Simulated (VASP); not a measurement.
CuB2:

```
CELL_PARAMETERS angstrom
2.95484 0.00000 0.00000
-1.47742 2.55897 0.00000
0.00000 0.00000 3.19044
ATOMIC_POSITIONS crystal
Cu 0.00000 0.00000 0.00000
B 0.33333 0.66667 0.50000
B 0.66667 0.33333 0.50000
```

| Quantity | Value |
| --- | --- |
| Program | VASP 6.6.1 |
| Task | relaxation of cell and atoms |
| Functional | PBE |
| Potentials or basis | VASP PAW PBE potentials, release 64 (Cu, B) |
| Cutoff | 600 eV |
| k mesh | 6 × 6 × 6 |
| Occupations | gaussian, width 0.1 eV |
| Spin | no spin polarisation |

At the start: pressure 14.6 GPa; volume 8.04 Å³/atom.

Question: Where does the relaxation end?

Answer: Over 5 steps the energy falls by 29.9 meV/atom and the volume is 8.69 Å³/atom (+8.1 %); space group P6/mmm (No. 191, to 0.05 Å).

Step by step:
| step | energy change (eV) | largest force (eV/Å) | pressure (GPa) | volume (Å³) |
| --- | --- | --- | --- | --- |
| 1 | 0.0000 | 0.0000 | 14.62 | 24.12 |
| 2 | -0.0592 | 0.0000 | -6.18 | 26.78 |
| 3 | -0.0768 | 0.0000 | -0.35 | 25.88 |
| 4 | -0.0858 | 0.0000 | -0.09 | 25.96 |
| 5 | -0.0897 | 0.0000 | 0.27 | 26.07 |

Final structure:
```
Cu B
1.0
     2.98876    0.00000    0.00000
    -1.49438    2.58834    0.00000
     0.00000    0.00000    3.36980
Cu B
1 2
Direct
  0.00000 0.00000 0.00000
  0.33333 0.66667 0.50000
  0.66667 0.33333 0.50000
```

Caveat: the k points lie up to 0.40 Å⁻¹ apart in the final cell.
